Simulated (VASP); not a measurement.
# BaW3 (Pm-3m) in VASP: further runs

BaW3 is run at these levels: PBE; tasks: single point, relaxation of cell and atoms.

Program: VASP 6.6.1. These are calculated values, not measurements. Logs are shortened: lines on timing, memory, paths and dates and some standing lists are left out, and cuts for length are marked.

## 1. The cell of the first run

It takes space group Pm-3m (No. 221, cubic). The conventional cell has a = 4.304 Å, b = 4.304 Å, c = 4.304 Å, α = 90.00°, β = 90.00°, γ = 90.00°. Ba (site symmetry m-3m) has 12 W at 3.04 Å within 4.0 Å. W (site symmetry 4/mmm) has 4 Ba at 3.04 Å and 8 W at 3.04 Å within 4.0 Å.

## 2. Single point, PBE

Contents of INCAR:

```
ALGO = Fast
EDIFF = 1E-6
ENCUT = 520
GGA = PE
ISIF = 2
ISMEAR = 0
LASPH = True
LCHARG = False
LREAL = False
LWAVE = False
NBANDS = 34
NELM = 100
PREC = Accurate
SIGMA = 0.1
```

Contents of KPOINTS:

```
k-points
0
Gamma
  12 12 12
```

Contents of POSCAR:

```
BaW3
1.0
    4.3037332709      0.0000000000      0.0000000000
    0.0000000000      4.3037332709      0.0000000000
    0.0000000000      0.0000000000      4.3037332709
Ba W
1 3
Direct
    0.0000000000      0.0000000000      0.0000000000
    0.0000000000      0.5000000000      0.5000000000
    0.5000000000      0.0000000000      0.5000000000
    0.5000000000      0.5000000000      0.0000000000
```

Potentials or basis: VASP PAW PBE potentials, release 64 (Ba_sv, W_sv).

Run with:

```console
> cat potpaw_PBE.64/Ba_sv/POTCAR potpaw_PBE.64/W_sv/POTCAR > POTCAR
> mpirun -np 1 vasp_std > vasp.out
```

OUTCAR:

```text
EDIFF = 1E-6
   ENCUT = 520
   GGA = PE
   ISIF = 2
   ISMEAR = 0
   LASPH = True
   LREAL = False
   NELM = 100
   PREC = Accurate

 ion  position               nearest neighbor table
   1  0.000  0.000  0.000-   2 3.04   3 3.04   4 3.04   2 3.04   3 3.04   2 3.04   4 3.04   2 3.04
                             3 3.04   4 3.04   3 3.04   4 3.04
   2  0.000  0.500  0.500-   1 3.04   3 3.04   4 3.04   1 3.04   4 3.04   1 3.04   3 3.04   1 3.04
                             3 3.04   4 3.04   4 3.04   3 3.04
   3  0.500  0.000  0.500-   1 3.04   2 3.04   4 3.04   1 3.04   4 3.04   2 3.04   4 3.04   4 3.04
                             1 3.04   2 3.04   1 3.04   2 3.04
   4  0.500  0.500  0.000-   1 3.04   2 3.04   3 3.04   2 3.04   3 3.04   1 3.04   3 3.04   3 3.04
                             1 3.04   2 3.04   2 3.04   1 3.04

  LATTYP: Found a simple cubic cell.
 ALAT       =     4.3037332709

  Lattice vectors:

 A1 = (   4.3037332709,   0.0000000000,   0.0000000000)
 A2 = (   0.0000000000,   4.3037332709,   0.0000000000)
 A3 = (   0.0000000000,   0.0000000000,   4.3037332709)

Analysis of symmetry for initial positions (statically):
=====================================================================
 Subroutine PRICEL returns:
 Original cell was already a primitive cell.

 Routine SETGRP: Setting up the symmetry group for a
 simple cubic supercell.

 Subroutine GETGRP returns: Found 48 space group operations
 (whereof 48 operations were pure point group operations)
 out of a pool of 48 trial point group operations.

The static configuration has the point symmetry O_h .

Analysis of symmetry for dynamics (positions and initial velocities):
=====================================================================
 Subroutine PRICEL returns:
 Original cell was already a primitive cell.

 Routine SETGRP: Setting up the symmetry group for a
 simple cubic supercell.

 Subroutine GETGRP returns: Found 48 space group operations
 (whereof 48 operations were pure point group operations)
 out of a pool of 48 trial point group operations.

The dynamic configuration has the point symmetry O_h .

 Subroutine INISYM returns: Found 48 space group operations
 (whereof 48 operations are pure point group operations),
 and found     1 'primitive' translations

----------------------------------------------------------------------------------------

                                     Primitive cell

  volume of cell :      79.7143

  direct lattice vectors                    reciprocal lattice vectors
     4.303733271  0.000000000  0.000000000     0.232356407  0.000000000  0.000000000
     0.000000000  4.303733271  0.000000000     0.000000000  0.232356407  0.000000000
     0.000000000  0.000000000  4.303733271     0.000000000  0.000000000  0.232356407

  length of vectors
     4.303733271  4.303733271  4.303733271     0.232356407  0.232356407  0.232356407

  position of ions in fractional coordinates (direct lattice)
     0.000000000  0.000000000  0.000000000
     0.000000000  0.500000000  0.500000000
     0.500000000  0.000000000  0.500000000
     0.500000000  0.500000000  0.000000000

  ion indices of the primitive-cell ions
   primitive index   ion index
                 1           1
                 2           2
                 3           3
                 4           4

----------------------------------------------------------------------------------------

 KPOINTS: k-points

Automatic generation of k-mesh.
 Grid dimensions read from file:
 generate k-points for:   12   12   12

 Generating k-lattice:

  Cartesian coordinates                     Fractional coordinates (reciprocal lattice)
     0.019363034  0.000000000  0.000000000     0.083333333  0.000000000  0.000000000
     0.000000000  0.019363034  0.000000000     0.000000000  0.083333333  0.000000000
     0.000000000  0.000000000  0.019363034     0.000000000  0.000000000  0.083333333

  Length of vectors
     0.019363034  0.019363034  0.019363034

  Shift w.r.t. Gamma in fractional coordinates (k-lattice)
     0.000000000  0.000000000  0.000000000

 Subroutine IBZKPT returns following result:
 ===========================================

 Found     84 irreducible k-points:

 Following reciprocal coordinates:
            Coordinates               Weight
  0.000000  0.000000  0.000000      1.000000
  0.083333  0.000000  0.000000      6.000000
  0.166667  0.000000  0.000000      6.000000
  0.250000  0.000000  0.000000      6.000000
  0.333333  0.000000  0.000000      6.000000
  0.416667  0.000000  0.000000      6.000000
[... 16 lines left out ...]
  0.333333  0.333333  0.000000     12.000000
  0.416667  0.333333  0.000000     24.000000
 [... further k-points ...]
   k-points           NKPTS =     84   k-points in BZ     NKDIM =     84   number of bands    NBANDS=     34
   number of dos      NEDOS =    301   number of ions     NIONS =      4
   total plane-waves  NPLWV =  32768
   dimension x,y,z NGX =    32 NGY =   32 NGZ =   32
   dimension x,y,z NGXF=    64 NGYF=   64 NGZF=   64
   ions per type =               1   3
   NGX,Y,Z   is equivalent  to a cutoff of  12.36, 12.36, 12.36 a.u.
   NGXF,Y,Z  is equivalent  to a cutoff of  24.72, 24.72, 24.72 a.u.
 SYSTEM =  unknown system
   PREC   = accura    normal or accurate (medium, high low for compatibility)
   ISTART =      0    job   : 0-new  1-cont  2-samecut
   ICHARG =      2    charge: 1-file 2-atom 10-const
   ISPIN  =      1    spin polarized calculation?
   LNONCOLLINEAR =      F non collinear calculations
   LSORBIT =      F    spin-orbit coupling
   LASPH  =      T    aspherical Exc in radial PAW
   ENCUT  =  520.0 eV  38.22 Ry    6.18 a.u.   8.00  8.00  8.00*2*pi/ulx,y,z
   NELM   =    100;   NELMIN=  2; NELMDL= -5     # of ELM steps
   EDIFF  = 0.1E-05   stopping-criterion for ELM
   LREAL  =      F    real-space projection
   EDIFFG = 0.1E-04   stopping-criterion for IOM
   NSW    =      0    number of steps for IOM
   IBRION =     -1    ionic relax: 0-MD 1-quasi-New 2-CG
   NFREE  =      0    steps in history (QN), initial steepest desc. (CG)
   ISIF   =      2    stress and relaxation
   ISYM   =      2    0-nonsym 1-usesym 2-fastsym
   POTIM  = 0.5000    time-step for ionic-motion
   TEBEG  =    0.0;   TEEND  =   0.0 temperature during run
   PSTRESS=    0.0 pullay stress
   NELECT =      52.0000    total number of electrons
   NUPDOWN=      -1.0000    fix difference up-down
   EMIN   =  10.00;   EMAX   =-10.00  energy-range for DOS
   EFERMI =   0.00;   METHOD = LEGACY
   ISMEAR =     0;   SIGMA  =   0.10  broadening in eV -4-tet -1-fermi 0-gaus
   EFERMI_NEDOS =   21; number of points for ismear=-14 and -15
   IALGO  =     68    algorithm
   IMIX   =      4    mixing-type and parameters
     AMIX     =   0.40;   BMIX     =  1.00
     AMIX_MAG =   1.60;   BMIX_MAG =  1.00
  volume/ion in A,a.u.               =      19.93       134.48
  Fermi-wavevector in a.u.,A,eV,Ry     =   1.419811  2.683054 27.427493  2.015864
  Thomas-Fermi vector in A             =   2.540792
   LORBIT       =      0    0 simple, 1 ext, 2 COOP (PROOUT), +10 PAW based schemes
   GGA     = PE    functional components
   LHFCALC =     F    Hartree Fock is set to
   AEXX    =    0.0000 exact exchange contribution
   IVDW    =     0    specifies the selected vdW correction
   LEPSILON=     F    determine dielectric tensor
   LRPA    =     F    only Hartree local field effects (RPA)
 non-spin polarized calculation
 RMM-DIIS sequential band-by-band and
 Gauss-broadening in eV      SIGMA  =   0.10
  energy-cutoff  :      520.00
  volume of cell :       79.71
 maximum number of plane-waves:      2200
   NGX = 17   NGY = 17   NGZ = 17

 number of electron      51.9999987 magnetization

 Free energy of the ion-electron system (eV)
  ---------------------------------------------------
  ext. energy  EPLUGINS =         0.00000000
  ---------------------------------------------------
  free energy    TOTEN  =       -32.09431641 eV

  energy without entropy =      -32.05850070  energy(sigma->0) =      -32.07640856

 E-fermi :   8.1428     XC(G=0): -12.3024

 val. band max:        8.1389940863   @ k =   0.3333   0.3333   0.2500
 cond. band min:       8.1515957070   @ k =   0.1667   0.1667   0.0000
 fundamental gap:      0.0126016207
 Fermi energy:         8.1428283401

 k-point     1 :       0.0000    0.0000    0.0000
  band No.  band energies     occupation
      1     -66.0352      2.00000
      2     -65.9915      2.00000
      3     -65.9915      2.00000
      4     -30.3950      2.00000
      5     -30.3950      2.00000
      6     -30.3950      2.00000
[... 26 lines left out ...]
     33      12.1635      0.00000
     34      12.1635      0.00000

 k-point     2 :       0.0833    0.0000    0.0000
  band No.  band energies     occupation
      1     -66.0346      2.00000
      2     -65.9921      2.00000
      3     -65.9915      2.00000
      4     -30.3912      2.00000
      5     -30.3912      2.00000
      6     -30.3898      2.00000
[... 26 lines left out ...]
     33      12.1649      0.00000
     34      12.8143      0.00000

 k-point     3 :       0.1667    0.0000    0.0000
  band No.  band energies     occupation
      1     -66.0327      2.00000
      2     -65.9941      2.00000
      3     -65.9915      2.00000
      4     -30.3802      2.00000
      5     -30.3802      2.00000
      6     -30.3748      2.00000
[... 26 lines left out ...]
     33      12.1653      0.00000
     34      13.2029      0.00000
[... 704 lines left out ...]
 k-point    23 :       0.3333    0.3333    0.0000
  band No.  band energies     occupation
      1     -66.0183      2.00000
      2     -66.0024      2.00000
      3     -65.9973      2.00000
      4     -30.3947      2.00000
      5     -30.2919      2.00000
      6     -30.2837      2.00000
[... 26 lines left out ...]
     33      10.3289      0.00000
     34      12.7992      0.00000

 k-point    24 :       0.4167    0.3333    0.0000
  band No.  band energies     occupation
      1     -66.0151      2.00000
      2     -66.0045      2.00000
      3     -65.9984      2.00000
      4     -30.4010      2.00000
      5     -30.2873      2.00000
      6     -30.2731      2.00000
[... 26 lines left out ...]
     33      10.0537      0.00000
     34      13.1161      0.00000

 [... further k-points ...]
[... 5 lines left out ...]
  --------------------------------------------------------------------------------------
  -------------------------------------------------------------------------------------
  Total        1.2925299      1.2925299      1.2925299      0.0000000      0.0000000      0.0000000
  in kB       25.9785644     25.9785644     25.9785644      0.0000000      0.0000000      0.0000000
  external PRESSURE =      25.9785644 kB  Pullay stress =       0.0000000 kB

 VOLUME and BASIS-vectors are now :
 -----------------------------------------------------------------------------
  energy-cutoff  :      520.00
  volume of cell :       79.71
      direct lattice vectors                 reciprocal lattice vectors
     4.303733271  0.000000000  0.000000000     0.232356407  0.000000000  0.000000000
     0.000000000  4.303733271  0.000000000     0.000000000  0.232356407  0.000000000
     0.000000000  0.000000000  4.303733271     0.000000000  0.000000000  0.232356407

 POSITION                                       TOTAL-FORCE (eV/Angst)
 -----------------------------------------------------------------------------------
      0.00000      0.00000      0.00000         0.000000      0.000000      0.000000
      0.00000      2.15187      2.15187         0.000000      0.000000      0.000000
      2.15187      0.00000      2.15187         0.000000      0.000000      0.000000
      2.15187      2.15187      0.00000         0.000000      0.000000      0.000000
 -----------------------------------------------------------------------------------
    total drift:                                0.000000     -0.000000     -0.000000

  FREE ENERGIE OF THE ION-ELECTRON SYSTEM (eV)
  ---------------------------------------------------
  free  energy   TOTEN  =       -32.0943164120 eV

  energy  without entropy=      -32.0585007003  energy(sigma->0) =      -32.07640856
```

Wall time 2.3 min (1 thread of Intel Xeon Platinum 8488C (Sapphire Rapids), shared host); peak memory 0.32 GiB.

Results:

| Quantity | Value |
| --- | --- |
| Free energy | -32.0943 eV |
| Pressure | 2.6 GPa |
| Band gap on the k mesh | zero (bands 26 and 27 overlap by 0.78 eV) |

Levels at points of the mesh, in eV from the Fermi level:
| k point | band 24 | band 25 | band 26 | band 27 | band 28 | band 29 |
| --- | --- | --- | --- | --- | --- | --- |
| (0.00, 0.00, 0.00) | -0.25 | -0.25 | -0.25 | 2.08 | 2.08 | 3.26 |
| (0.50, 0.00, 0.00) | -1.53 | -0.88 | -0.88 | 0.10 | 0.25 | 0.39 |
| (0.50, 0.50, 0.00) | -1.00 | -0.83 | -0.83 | -0.36 | 0.08 | 0.26 |
| (0.50, 0.50, 0.50) | -0.30 | -0.30 | -0.30 | -0.21 | 0.26 | 0.26 |

Caveat: spin-orbit coupling is left out, which moves the levels of the heavy elements.

## 3. Relaxation of cell and atoms, PBE

This run uses another cell than the first one, of 19.75 Å³/atom.

Contents of INCAR:

```
SYSTEM = BaW3
PREC = Accurate
ENCUT = 600
EDIFF = 1E-7
ISMEAR = 0
SIGMA = 0.1
LREAL = .False.
LASPH = .True.
NELM = 60
ALGO = Fast
ISIF = 3
LWAVE = .False.
LCHARG = .False.
GGA = PE
IBRION = 2
NSW = 100
EDIFFG = -0.01
```

Contents of KPOINTS:

```
Automatic mesh
0
Gamma
  12 12 12
  0 0 0
```

Contents of POSCAR:

```
BaW3
1.0
    4.2904974890      0.0000000000      0.0000000000
    0.0000000000      4.2904974890      0.0000000000
    0.0000000000      0.0000000000      4.2904974890
Ba W
1 3
Direct
    0.0000000000      0.0000000000      0.0000000000
    0.0000000000      0.5000000000      0.5000000000
    0.5000000000      0.0000000000      0.5000000000
    0.5000000000      0.5000000000      0.0000000000
```

Potentials or basis: VASP PAW PBE potentials, release 64 (Ba_sv, W_sv).

Run with:

```console
> cat potpaw_PBE.64/Ba_sv/POTCAR potpaw_PBE.64/W_sv/POTCAR > POTCAR
> mpirun -np 1 vasp_std > vasp.out
```

Run time: 14 min. Hardware: 1 thread of Intel Xeon Platinum 8488C (Sapphire Rapids), shared host; peak memory 0.38 GiB.

Results (log left out):

- Free energy: -32.1076 eV
- Relaxed volume: 20.35 Å³/atom
- Relaxed cell: a = 4.334 Å, b = 4.334 Å, c = 4.334 Å, α = 90.00°, β = 90.00°, γ = 90.00°
- Space group after relaxing (to 0.1 Å): Pm-3m (No. 221)
- Energy gained by relaxing: 7.0 meV/atom
- Ionic steps: 3
- Pressure after relaxing: 0.0 GPa
- Band gap on the k mesh: zero (bands 26 and 27 overlap by 0.73 eV)

The path:
| step | energy change (eV) | largest force (eV/Å) | pressure (GPa) | volume (Å³) |
| --- | --- | --- | --- | --- |
| 1 | 0.0000 | 0.0000 | 3.90 | 78.98 |
| 2 | 0.0180 | 0.0000 | -4.42 | 84.60 |
| 3 | -0.0281 | 0.0000 | -0.04 | 81.39 |

Final structure:
```
Ba W
1.0
     4.33361    0.00000    0.00000
     0.00000    4.33361    0.00000
     0.00000    0.00000    4.33361
Ba W
1 3
Direct
  0.00000 0.00000 0.00000
  0.00000 0.50000 0.50000
  0.50000 0.00000 0.50000
  0.50000 0.50000 0.00000
```

Levels at points of the mesh, in eV from the Fermi level:
```tsv
k point	band 23	band 24	band 25	band 26	band 27	band 28	band 29	band 30
(0.00, 0.00, 0.00)	-3.41	-0.22	-0.22	-0.22	2.03	2.03	3.67	3.67
(0.50, 0.00, 0.00)	-1.49	-1.49	-0.87	-0.87	0.11	0.25	0.34	1.08
(0.50, 0.50, 0.00)	-1.14	-1.00	-0.84	-0.84	-0.32	0.10	0.22	0.68
(0.50, 0.50, 0.50)	-1.10	-0.27	-0.27	-0.27	-0.22	0.28	0.28	3.43
```

Caveat: spin-orbit coupling is left out, which moves the levels of the heavy elements.
